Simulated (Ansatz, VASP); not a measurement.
**Two plane-wave programs on AlCu3**

```xyz
4
Lattice="3.5896 0.0000 0.0000 0.0000 3.5896 0.0000 0.0000 0.0000 3.5896" Properties=species:S:1:pos:R:3 pbc="T T T"
Al    0.0000    0.0000    0.0000
Cu    1.7948    1.7948    0.0000
Cu    1.7948    0.0000    1.7948
Cu    0.0000    1.7948    1.7948
```

Alike in both runs: functional LDA; k mesh 12 × 12 × 12; occupations fermi-dirac, width 0.15 eV; no spin polarisation.

Ansatz relaxed the structure, and its values are those at the end. VASP's run is a single point on that final structure, the one shown.

|  | VASP | Ansatz |
| --- | --- | --- |
| version | VASP 6.6.1 | Ansatz 0.2.0 |
| potentials or method | VASP PAW LDA potentials, release 64 (Al, Cu), cutoff 520 eV | scalar-relativistic, plane waves, PAW |
| valence electrons in the cell | 36 | 60 |

Ansatz gave:

- gap on the k mesh at the Fermi level (eV): none
- pressure (GPa): 0.0

Task: Which values does VASP return?

Result: gap on the k mesh at the Fermi level (eV): none; pressure (GPa): 0.6.

LDA's correlation is that of Perdew and Zunger in VASP and of Perdew and Wang (1992) in Ansatz. A gap of «none» marks a metal or a gap that the smearing closes. VASP's potentials hold 36 valence electrons a cell and Ansatz's 60, so a difference there can come from the potentials and not from the codes.
